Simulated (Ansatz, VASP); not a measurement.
**One calculation of Gd, two programs**

```
Gd
1.0
     3.63600    0.00000    0.00000
    -1.81800    3.14887    0.00000
     0.00000    0.00000    5.78260
Gd
2
Direct
  0.66667 0.33333 0.75000
  0.33333 0.66667 0.25000
```

Alike in both runs: functional RPBE; k mesh 8 × 8 × 5; occupations fermi-dirac, width 0.05 eV; collinear spin.

|  | VASP | Ansatz |
| --- | --- | --- |
| version | VASP 6.6.1 | Ansatz 0.2.0 |
| potentials or method | VASP PAW PBE potentials, release 64 (Gd), cutoff 520 eV | all-electron LAPW, scalar-relativistic |
| task | single point | band structure |

Ansatz gave:

```
gap on the k mesh at the Fermi level (eV)                     : none
pressure (GPa)                                                : 2.3
traceless stress, the component that is largest in VASP (GPa) : 0.27
net moment per atom (μB)                                      : 7.64
size of the moment on the site where the two differ most (μB) : 7.48
```

Q: What did VASP give for the same quantities?

A: gap on the k mesh at the Fermi level (eV): none; pressure (GPa): 2.0; traceless stress, the component that is largest in VASP (GPa): 0.26; net moment per atom (μB): 7.65; size of the moment on the site where the two differ most (μB): 6.99.

VASP's potentials were made for PBE, not for RPBE. Site moments also hang on the region over which each program counts them. A gap of «none» marks a metal or a gap that the smearing closes. Ansatz ran all-electron here, and VASP with PAW potentials.

Neither program's run includes spin-orbit coupling. Noted on Ansatz's run: the open f shell may have settled in a state that isn't the lowest.
